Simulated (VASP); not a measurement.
TiC: relaxation of cell and atoms with PBEsol

The system is TiC.

```
Ti C
1.0
     0.00000    2.16032    2.16032
     2.16032    0.00000    2.16032
     2.16032    2.16032    0.00000
Ti C
1 1
Direct
  0.00000 0.00000 0.00000
  0.50000 0.50000 0.50000
```

| Property | Result |
| --- | --- |
| Program | VASP 6.6.1 |
| Task | relaxation of cell and atoms |
| Functional | PBEsol |
| Potentials or basis | VASP PAW PBE potentials, release 64 (Ti_sv, C) |
| Cutoff | 600 eV |
| k mesh | 16 × 16 × 16 |
| Occupations | gaussian, width 0.1 eV |
| Spin | no spin polarisation |
| Target pressure | -2 GPa |
| Dipole correction | no |
| Further INCAR settings | ALGO = Normal; EDIFF = 1e-07; IBRION = 2; EDIFFG = -0.008; NSW = 70; ISIF = 3 |

The relaxed volume is 9.97 Å³/atom. The relaxed cell is a = 3.044 Å, b = 3.044 Å, c = 3.044 Å, α = 60.00°, β = 60.00°, γ = 60.00°, the space group after relaxing (to 0.05 Å) is Fm-3m (No. 225) and the energy change on relaxing (the enthalpy is what falls) is -2.3 meV/atom. The ionic steps are 3. The pressure after relaxing is -2.0 GPa. The band gap on the k mesh is zero (band 8 reaches 10.19 eV, above the bottom of band 9 at 9.11 eV).

The path:
| step | energy change (eV) | largest force (eV/Å) | pressure (GPa) | volume (Å³) |
| --- | --- | --- | --- | --- |
| 1 | 0.0000 | 0.0000 | -4.74 | 20.16 |
| 2 | -0.0049 | 0.0000 | 1.75 | 19.67 |
| 3 | -0.0046 | 0.0000 | -2.01 | 19.95 |

Final structure:
```
CELL_PARAMETERS angstrom
0.00000 2.15253 2.15253
2.15253 0.00000 2.15253
2.15253 2.15253 0.00000
ATOMIC_POSITIONS crystal
Ti 0.00000 0.00000 0.00000
C 0.50000 0.50000 0.50000
```

Levels at points of the mesh, in eV from the Fermi level:
| k point | band 6 | band 7 | band 8 | band 9 | band 10 | band 11 |
| --- | --- | --- | --- | --- | --- | --- |
| (0.00, 0.00, 0.00) | 0.68 | 0.68 | 0.68 | 1.74 | 1.74 | 1.74 |
| (0.50, 0.00, 0.00) | -5.95 | -2.94 | -2.94 | 3.00 | 3.00 | 4.22 |
| (0.50, 0.50, 0.00) | -3.44 | -1.72 | 0.00 | 0.00 | 2.81 | 3.63 |

It took 35 s on 1 thread of Intel(R) Xeon(R) 6975P-C (Granite Rapids), on a shared host, peak memory 0.18 GiB.

Caveat: the cell is relaxed towards a set pressure, so the enthalpy falls and the energy may rise; the PAW data sets were made with another functional, which shifts forces and pressure a little.
